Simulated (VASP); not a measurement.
Wanted: the native input for a VASP 6.6.1 run.

* Task: single point
* Functional: LDA
* Potentials or basis: VASP PAW LDA potentials, release 64 (Ga_d, As)
* Cutoff: 520 eV
* k mesh: 12 × 12 × 12
* Occupations: gaussian, width 0.01 eV
* Spin: no spin polarisation
* Dipole correction: no
* Further INCAR settings: ALGO = Normal; EDIFF = 1e-06; NBANDS = 16

The structure of GaAs lies in POSCAR:

```
GaAs
1.0
    0.0000000000      2.7894087883      2.7894087883
    2.7894087883      0.0000000000      2.7894087883
    2.7894087883      2.7894087883      0.0000000000
Ga As
1 1
Direct
    0.0000000000      0.0000000000      0.0000000000
    0.7500000000      0.7500000000      0.7500000000
```

These files were run (other wordings do the same):

INCAR

```
SYSTEM = GaAs
PREC     = Accurate       ! precision mode
ENCUT    = 520            ! plane-wave cutoff, eV
EDIFF    = 1E-6           ! SCF threshold, eV
ISMEAR   = 0              ! smearing method
SIGMA    = 0.01           ! smearing width, eV
LREAL    = .FALSE.        ! projectors in reciprocal space
LASPH    = .TRUE.         ! aspherical terms in the spheres
NELM     = 80             ! most SCF steps
ALGO     = Normal         ! electronic algorithm
ISIF     = 2              ! what is computed and relaxed
LWAVE    = .FALSE.        ! write WAVECAR
LCHARG   = .FALSE.        ! write CHGCAR
NBANDS   = 16             ! bands
```

KPOINTS

```
Automatic mesh
0
G
  12 12 12
  0 0 0
```

Potentials or basis: VASP PAW LDA potentials, release 64 (Ga_d, As).

Run with:

```bash
$ cat potpaw_LDA.64/Ga_d/POTCAR potpaw_LDA.64/As/POTCAR > POTCAR
$ mpirun -np 1 vasp_std > vasp.out
```

Results of the run:

```yaml
Pressure: 1.3 GPa
Band_gap_on_the_k_mesh: 0.64 eV, direct
```

Wall time 37 s on 1 thread of Intel(R) Xeon(R) Platinum 8259CL CPU @ 2.50GHz (Skylake/Cascade Lake), on a shared host, peak memory 0.18 GiB.
